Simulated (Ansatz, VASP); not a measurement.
**One calculation of NaH, two programs**

```xyz
2
Lattice="0.0000 2.3975 2.3975 2.3975 0.0000 2.3975 2.3975 2.3975 0.0000" Properties=species:S:1:pos:R:3 pbc="T T T"
Na    0.0000    0.0000    0.0000
H     2.3975    2.3975    2.3975
```

Alike in both runs: task single point; functional LDA; k mesh 10 × 10 × 10; no spin polarisation.

|  | VASP | Ansatz |
| --- | --- | --- |
| version | VASP 6.6.1 | Ansatz 0.2.0 |
| potentials or method | VASP PAW LDA potentials, release 64 (Na_pv, H) | plane waves, PAW |
| plane-wave cutoff (eV) | 520 | 420 |
| occupations | gaussian, width 0.01 eV | fixed |
| valence electrons in the cell | 8 | 10 |

Ansatz gave:

- gap on the k mesh at the Fermi level (eV): 3.46
- pressure (GPa): -1.6

Problem. Estimate VASP's values.

Solution. gap on the k mesh at the Fermi level (eV): 3.46; pressure (GPa): -1.7.

LDA's correlation is that of Perdew and Zunger in VASP and of Perdew and Wang (1992) in Ansatz. VASP's potentials hold 8 valence electrons a cell and Ansatz's 10, so a difference there can come from the potentials and not from the codes.
